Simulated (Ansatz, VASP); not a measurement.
**Two plane-wave programs on Be4ZnTe**

The input INCAR:

```
SYSTEM = Be4ZnTe
PREC     = Accurate       ! precision mode
ENCUT    = 600            ! plane-wave cutoff, eV
EDIFF    = 1E-6           ! SCF threshold, eV
ISMEAR   = 0              ! smearing method
SIGMA    = 0.1            ! smearing width, eV
LREAL    = .False.        ! projectors in reciprocal space
LASPH    = .True.         ! aspherical terms in the spheres
NELM     = 100            ! most SCF steps
ALGO     = Normal         ! electronic algorithm
ISIF     = 3              ! what is computed and relaxed
LWAVE    = .False.        ! write WAVECAR
LCHARG   = .False.        ! write CHGCAR
GGA      = PE             ! functional
IBRION   = 2              ! ionic algorithm
NSW      = 100            ! ionic steps
EDIFFG   = -0.01          ! ionic threshold
```

KPOINTS

```
Automatic mesh
0
Gamma
  10 10 10
  0 0 0
```

File POSCAR:

```
Be4ZnTe
1.0
    0.0000000000      3.3770227382      3.3770227382
    3.3770227382      0.0000000000      3.3770227382
    3.3770227382      3.3770227382      0.0000000000
Be Zn Te
4 1 1
Direct
    0.6219985597      0.6219985597      0.6219985597
    0.6219985597      0.6219985597      0.1340043210
    0.6219985597      0.1340043210      0.6219985597
    0.1340043210      0.6219985597      0.6219985597
    0.2500000000      0.2500000000      0.2500000000
    0.0000000000      0.0000000000      0.0000000000
```

Input for Ansatz:

```yaml
crystal:
  lattice:
    - [0.0, 3.3770227382, 3.3770227382]
    - [3.3770227382, 0.0, 3.3770227382]
    - [3.3770227382, 3.3770227382, 0.0]
  atoms:
    - { symbol: Be, position: [0.6219985597, 0.6219985597, 0.6219985597] }
    - { symbol: Be, position: [0.6219985597, 0.6219985597, 0.134004321] }
    - { symbol: Be, position: [0.6219985597, 0.134004321, 0.6219985597] }
    - { symbol: Be, position: [0.134004321, 0.6219985597, 0.6219985597] }
    - { symbol: Zn, position: [0.25, 0.25, 0.25] }
    - { symbol: Te, position: [0.0, 0.0, 0.0] }
basis:
  ecutwfc: 420
kpoints:
  mp_grid: { grid: [10, 10, 10] }
hamiltonian:
  xc: pbe
scf:
  occupations: { method: gaussian, width: 0.1 }
output:
  forces: true
  stress: true
  eigenvalues: true
relax:
  adjacent_minimum: "off"
  f_tol: 0.01
  max_steps: 80
  cell: { stress_tol: 0.05 }
```

Change from the starting cell: species swapped into the ErInCu4 type (F-43m, No. 216).

Alike in both runs: task relaxation of cell and atoms; functional PBE; k mesh 10 × 10 × 10; occupations gaussian, width 0.1 eV; no spin polarisation.

```csv
,VASP,Ansatz
version,VASP 6.6.1,Ansatz 0.2.0
potentials or method,"VASP PAW PBE potentials, release 64 (Be, Zn, Te), cutoff 600 eV","scalar-relativistic, plane waves, PAW"
valence electrons in the cell,26,36
```

```tsv
	VASP	Ansatz	Ansatz less VASP
gap on the k mesh at the Fermi level, each at its own relaxed structure (eV)	none	none	-
relaxed volume (Å³/atom)	12.85	12.83	-0.015
relaxed length of the cell vector where the two differ most in proportion (Å)	4.777	4.775	-0.0018
```

A gap of «none» marks a metal or a gap that the smearing closes. VASP's potentials hold 26 valence electrons a cell and Ansatz's 36, so a difference there can come from the potentials and not from the codes.

Neither program's run includes spin-orbit coupling.
